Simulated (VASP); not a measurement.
Set up this calculation in VASP 6.6.1, as the native input.

```
Task                   : single point
Functional             : r2SCAN
Potentials or basis    : VASP PAW PBE potentials, release 64 (Ba_sv, Ti_sv, O)
Cutoff                 : 520 eV
k mesh                 : 6 × 6 × 6
Occupations            : gaussian, width 0.01 eV
Spin                   : no spin polarisation
Dipole correction      : no
Further INCAR settings : ALGO = Normal; EDIFF = 1e-07; NBANDS = 28
```

BaTiO3:

```xyz
5
Lattice="2.8400 1.6397 2.3314 -2.8400 1.6397 2.3314 0.0000 -3.2793 2.3314" Properties=species:S:1:pos:R:3 pbc="T T T"
Ba    0.0000    0.0000   -0.0224
Ti    0.0000    0.0000    3.3805
O     0.0000    1.6082    2.4224
O    -1.3928   -0.8041    2.4224
O     1.3928   -0.8041    2.4224
```

The input as run:

POSCAR

```
BaTiO3
1.0
    2.8399983119      1.6396737899      2.3313532713
   -2.8399983119      1.6396737899      2.3313532713
    0.0000000000     -3.2793475798      2.3313532713
Ba Ti O
1 1 3
Direct
   -0.0032057836     -0.0032057836     -0.0032057836
    0.4833346622      0.4833346622      0.4833346622
    0.5098255459      0.5098255459      0.0194200296
    0.0194200296      0.5098255459      0.5098255459
    0.5098255459      0.0194200296      0.5098255459
```

INCAR.step1

```
SYSTEM = BaTiO3
  ALGO = Normal
  EDIFF = 1E-4
  ENCUT = 520
  GGA = PE
  ISMEAR = 0
  LASPH = .TRUE.
  LCHARG = .FALSE.
  LREAL = .FALSE.
  LWAVE = .TRUE.
  NBANDS = 28
  NELM = 100
  PREC = Accurate
  SIGMA = 0.01
```

INCAR.step2

```
SYSTEM = BaTiO3
  ALGO = Normal
  EDIFF = 1E-7
  ENCUT = 520
  ISIF = 2
  ISMEAR = 0
  ISTART = 1
  LASPH = .TRUE.
  LCHARG = .FALSE.
  LMIXTAU = .TRUE.
  LREAL = .FALSE.
  LWAVE = .FALSE.
  METAGGA = R2SCAN
  NBANDS = 28
  NELM = 100
  PREC = Accurate
  SIGMA = 0.01
```

KPOINTS

```
k-points
0
G
  6 6 6
  0 0 0
```

Potentials or basis: VASP PAW PBE potentials, release 64 (Ba_sv, Ti_sv, O).

Run with:

```bash
$ cat potpaw_PBE.64/Ba_sv/POTCAR potpaw_PBE.64/Ti_sv/POTCAR potpaw_PBE.64/O/POTCAR > POTCAR
$ cp INCAR.step1 INCAR
$ mpirun -np 1 vasp_std > vasp.out
$ cp INCAR.step2 INCAR
$ mpirun -np 1 vasp_std > vasp.out
```

It gave:

```yaml
Pressure: 1.9 GPa
Largest_force: 0.175 eV/Å
Band_gap_on_the_k_mesh: 2.85 eV (least direct gap 3.31 eV)
```

Caveat: the PAW data sets were made with another functional, which shifts forces and pressure a little; spin-orbit coupling is left out, which moves the levels of the heavy elements.

It took 4.2 min on 1 thread of Intel Xeon 8259CL, with other jobs on the host, peak memory 0.21 GiB.
